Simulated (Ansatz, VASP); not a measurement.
## Ti2O: VASP beside Ansatz

POSCAR

```
Ti2O
1.0
    2.9193980238      0.0000000000      0.0000000000
   -1.4596990119      2.5282728524      0.0000000000
    0.0000000000      0.0000000000      4.7130000000
Ti O
2 1
Direct
    0.6666666667      0.3333333333      0.2787400000
    0.3333333333      0.6666666667      0.7212600000
    0.0000000000      0.0000000000      0.0000000000
```

File INCAR.step1:

```
ALGO = Normal
EDIFF = 1E-5
ENCUT = 660
GGA = PE
GGA_COMPAT = False
ISMEAR = -1
LASPH = True
LCHARG = False
LREAL = False
LWAVE = True
NBANDS = 22
NELM = 120
PREC = Accurate
SIGMA = 0.2
```

Contents of INCAR.step2:

```
ALGO = Normal
EDIFF = 1E-6
ENCUT = 660
GGA_COMPAT = False
ISIF = 2
ISMEAR = -1
ISTART = 1
LASPH = True
LCHARG = False
LMIXTAU = True
LREAL = False
LWAVE = False
METAGGA = R2SCAN
NBANDS = 22
NELM = 120
PREC = Accurate
SIGMA = 0.2
```

The input KPOINTS:

```
k-points
0
Gamma
  18 18 10
```

Input for Ansatz:

```yaml
crystal:
  lattice:
    - [2.9193980238, 0.0, 0.0]
    - [-1.4596990119, 2.5282728524, 0.0]
    - [0.0, 0.0, 4.713]
  atoms:
    - { symbol: Ti, position: [0.6666666667, 0.3333333333, 0.27874] }
    - { symbol: Ti, position: [0.3333333333, 0.6666666667, 0.72126] }
    - { symbol: O, position: [0.0, 0.0, 0.0] }
basis:
  ecutwfc: 500
kpoints:
  mp_grid: { grid: [18, 18, 10] }
hamiltonian:
  xc: r2scan
scf:
  occupations: { method: fermi_dirac, width: 0.2 }
output:
  forces: true
  stress: true
  eigenvalues: true
```

Alike in both runs: task single point; functional r2SCAN; k mesh 18 × 18 × 10; occupations fermi-dirac, width 0.2 eV; no spin polarisation.

|  | VASP | Ansatz |
| --- | --- | --- |
| version | VASP 6.6.1 | Ansatz 0.2.0 |
| potentials or method | VASP PAW PBE potentials, release 64 (Ti_sv, O), cutoff 660 eV | scalar-relativistic, plane waves, PAW |
| valence electrons in the cell | 30 | 30 |

Ansatz gave:

| Property | Result |
| --- | --- |
| gap on the k mesh at the Fermi level (eV) | none |
| pressure (GPa) | 9.4 |
| traceless stress, the component that is largest in VASP (GPa) | 5.55 |
| rms of the force components (eV/Å) | 0.526 |

Problem. What did VASP give for the same quantities?

Solution. gap on the k mesh at the Fermi level (eV): none; pressure (GPa): 10.3; traceless stress, the component that is largest in VASP (GPa): 5.59; rms of the force components (eV/Å): 0.505.

VASP's potentials were made for PBE, not for r2SCAN. Atom by atom the forces differ by 0.021 eV/Å (rms over components). A gap of «none» marks a metal or a gap that the smearing closes. The functional is the same, so the differences come from potentials, cutoffs and numerics.
